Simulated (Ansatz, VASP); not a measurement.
NaCl in VASP and in Ansatz

```
CELL_PARAMETERS angstrom
2.80211 0.00000 0.00000
0.00000 2.80211 0.00000
0.00000 0.00000 2.80211
ATOMIC_POSITIONS crystal
Na 0.00000 0.00000 0.00000
Cl 0.50000 0.50000 0.50000
```

Change from the starting cell: volume scaled by 0.9405, PAW files.

Alike in both runs: task electric field gradients; functional PBE; k mesh 8 × 8 × 8; occupations fermi-dirac, width 0.02 eV; no spin polarisation.

|  | VASP | Ansatz |
| --- | --- | --- |
| version | VASP 6.6.1 | Ansatz 0.2.0 |
| potentials or method | VASP PAW PBE potentials, release 64 (Na_pv, Cl) | PAW with Ansatz's default frozen-core files, scalar-relativistic |
| plane-wave cutoff (eV) | 400 | 420 |
| valence electrons in the cell | 14 | 16 |

```tsv
	VASP	Ansatz	Ansatz less VASP
gap on the k mesh at the Fermi level (eV)	4.16	4.11	-0.049
pressure (GPa)	82.2	82.1	-0.11
```

Both programs put the cell under a high pressure, so it lies far from rest at this level. With one functional, cell and mesh, what is left measures potentials, basis and numerics. VASP's potentials hold 14 valence electrons a cell and Ansatz's 16, so a difference there can come from the potentials and not from the codes.

Noted on VASP's run: the cell as given lies far from equilibrium.
